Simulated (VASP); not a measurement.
Runs of VASP 6.6.1 on Ni. The structure is that of space group P6_3/mmc (No. 194), or close to it. The cells are those of the table. 

```csv
task,level,potentials or basis,cell,cutoff (eV),gap on the mesh (eV),pressure (GPa),moment (μB),relaxed volume (Å³/atom)
relaxation of cell and atoms,LDA,"VASP PAW LDA potentials, release 64 (Ni)","relaxed from a = 2.448, b = 2.448, c = 4.073 Å, angles 90.0, 90.0, 120.0°, 2 atoms",600,none,0.1,1.09,10.06
single point,PBEsol,"VASP PAW PBE potentials, release 64 (Ni)","a = 2.450, b = 2.450, c = 4.013 Å, angles 90.0, 90.0, 120.0°, 2 atoms",520,none,(a),1.20,-
single point,PBEsol+D3(BJ),"VASP PAW PBE potentials, release 64 (Ni)","a = 2.426, b = 2.426, c = 3.975 Å, angles 90.0, 90.0, 120.0°, 2 atoms",520,none,-0.2,1.18,-
relaxation of cell and atoms,PBEsol+D3(BJ),"VASP PAW PBE potentials, release 64 (Ni)","relaxed from a = 2.448, b = 2.448, c = 4.073 Å, angles 90.0, 90.0, 120.0°, 2 atoms",600,none,0.0,1.17,(b)
single point,LDA,"VASP PAW LDA potentials, release 64 (Ni)","a = 2.421, b = 2.421, c = 3.969 Å, angles 90.0, 90.0, 120.0°, 2 atoms",520,none,-0.2,1.09,-
```

Alike in all rows: spin collinear, ferromagnetic start; k mesh 14 × 14 × 7; smearing fermi-dirac 0.1 eV.

Q: Estimate the missing entries.

A: (a) -0.1; (b) 10.12.

Caveats: the PAW data sets were made with another functional, which shifts forces and pressure a little (some runs); pairwise dispersion overbinds metals, which lowers pressure and volume (some runs).

A gap of «none» marks levels without a gap at the run's occupations.
